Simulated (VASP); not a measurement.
A run of VASP 6.6.1:

File INCAR:

```
ALGO = Normal
DIPOL = 0.5 0.5 0.500
EDIFF = 1E-6
ENCUT = 520
GGA = CA
IDIPOL = 3
ISIF = 2
ISMEAR = -1
LASPH = True
LCHARG = True
LDIPOL = True
LELF = True
LREAL = False
LVACPOTAV = True
LVHAR = True
LWAVE = False
NBANDS = 39
NELM = 80
PREC = Accurate
SIGMA = 0.02
```

The input KPOINTS:

```
k-points
0
Gamma
  7 7 1
```

Contents of POSCAR:

```
TePb
1.0
    4.5118842632      0.0000000000      0.0000000000
    0.0000000000      4.5118842632      0.0000000000
    0.0000000000      0.0000000000     22.3808000000
Pb Te
3 3
Direct
    0.2500000000      0.2500000000      0.3636661430
    0.7500000000      0.7500000000      0.5000020449
    0.2500000000      0.2500000000      0.6363342690
    0.7500000000      0.7500000000      0.3593276165
    0.2500000000      0.2500000000      0.4999985222
    0.7500000000      0.7500000000      0.6406714044
```

Potentials or basis: VASP PAW LDA potentials, release 64 (Pb_d, Te).

The run is started by

```sh
$ cat potpaw_LDA.64/Pb_d/POTCAR potpaw_LDA.64/Te/POTCAR > POTCAR
$ mpirun -np 1 vasp_std > vasp.out
```

Hardware: 1 thread of Intel(R) Xeon(R) 6975P-C (Granite Rapids), on a shared host.

Problem. Estimate the wall time of this run.

Solution. Run time: 2.6 min on 1 thread of Intel(R) Xeon(R) 6975P-C (Granite Rapids) (shared host), peak memory 0.45 GiB. Counts: scf iterations 23, k points 10.
